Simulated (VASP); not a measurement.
Al2Cu, 3 atoms in the cell. It takes space group P4/mmm (No. 123, tetragonal). The conventional cell has a = 4.410 Å, b = 4.410 Å, c = 3.039 Å, α = 90.00°, β = 90.00°, γ = 90.00°. Within 3.5 Å of Al (site symmetry mmm) lie 4 Cu at 2.68 Å and 6 Al at 3.04 to 3.12 Å. Cu (site symmetry 4/mmm) has 8 Al at 2.68 Å and 2 Cu at 3.04 Å within 3.5 Å. 

```yaml
Program: VASP 6.6.1
Task: single point
Functional: PBE
Potentials_or_basis: VASP PAW PBE potentials, release 64 (Al, Cu)
Cutoff: 520 eV
k_mesh: 10 × 10 × 14
Occupations: gaussian, width 0.15 eV
Spin: no spin polarisation
Dipole_correction: no
Further_INCAR_settings: ALGO = Fast; EDIFF = 1e-06; NBANDS = 16
```

Potentials or basis: VASP PAW PBE potentials, release 64 (Al, Cu).

Launch:

```console
$ cat potpaw_PBE.64/Al/POTCAR potpaw_PBE.64/Cu/POTCAR > POTCAR
$ mpirun -np 1 vasp_std > vasp.out
```

Hardware: 1 thread of Intel(R) Xeon(R) 6975P-C (Granite Rapids), with other jobs on the host.

Q: How long does it take, and how much memory?

A: It took 58 s on 1 thread of Intel(R) Xeon(R) 6975P-C (Granite Rapids), with other jobs on the host, peak memory 0.28 GiB. Counts: scf iterations 16, k points 168.
